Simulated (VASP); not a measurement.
**ScRu3: single point with PBE**

The system is ScRu3.

```xyz
4
Lattice="2.2922 -3.7315 0.0000 2.2922 3.7315 0.0000 0.0000 0.0000 4.8896" Properties=species:S:1:pos:R:3 pbc="T T T"
Sc    0.0000    0.0000    0.0000
Ru    2.2922    1.1945    2.4448
Ru    2.2922   -1.1945    2.4448
Ru    0.0000    0.0000    2.4448
```

The cell was built from a structure type or drawn by symmetry, and may not be a known phase.

```yaml
Program: VASP 6.6.1
Task: single point
Functional: PBE
Potentials_or_basis: VASP PAW PBE potentials, release 64 (Sc_sv, Ru_pv)
Cutoff: 520 eV
k_mesh: 4 × 4 × 4
Occupations: gaussian, width 0.1 eV
Spin: no spin polarisation
```

The pressure is 0.2 GPa, the largest force is 0.049 eV/Å and the band gap on the k mesh is zero (an odd number of electrons rules out a gap without spin polarisation).

Forces on the atoms (eV/Å):
```
Sc   0.000  0.000  0.000
Ru   0.000  0.049  0.000
Ru   0.000 -0.049  0.000
Ru   0.000  0.000  0.000
```

Stress tensor (GPa, compression positive):
```
-0.16  0.00  0.00
 0.00  0.24  0.00
 0.00  0.00  0.38
```

Levels at points of the mesh, in eV from the Fermi level:
```csv
k point,band 24,band 25,band 26,band 27,band 28,band 29
"(0.00, 0.00, 0.00)",-1.88,-1.88,-1.22,-0.13,0.78,1.09
"(0.50, 0.00, 0.00)",-1.18,-0.56,-0.06,0.25,1.26,1.31
"(0.50, 0.50, 0.00)",-1.49,-0.10,0.19,0.37,1.01,1.40
"(0.00, 0.00, 0.50)",-2.03,-1.81,-1.22,-0.28,0.09,0.93
"(0.50, 0.00, 0.50)",-0.25,-0.06,0.06,0.09,0.81,0.85
"(0.50, 0.50, 0.50)",-0.36,0.10,0.19,0.45,0.56,0.72
```

It took 110 s on 1 thread of Intel(R) Xeon(R) Platinum 8259CL CPU @ 2.50GHz (Skylake/Cascade Lake), on a shared host, peak memory 0.22 GiB.

Caveat: the k points lie up to 0.40 Å⁻¹ apart, too coarse for converged energies and pressures of a metal.
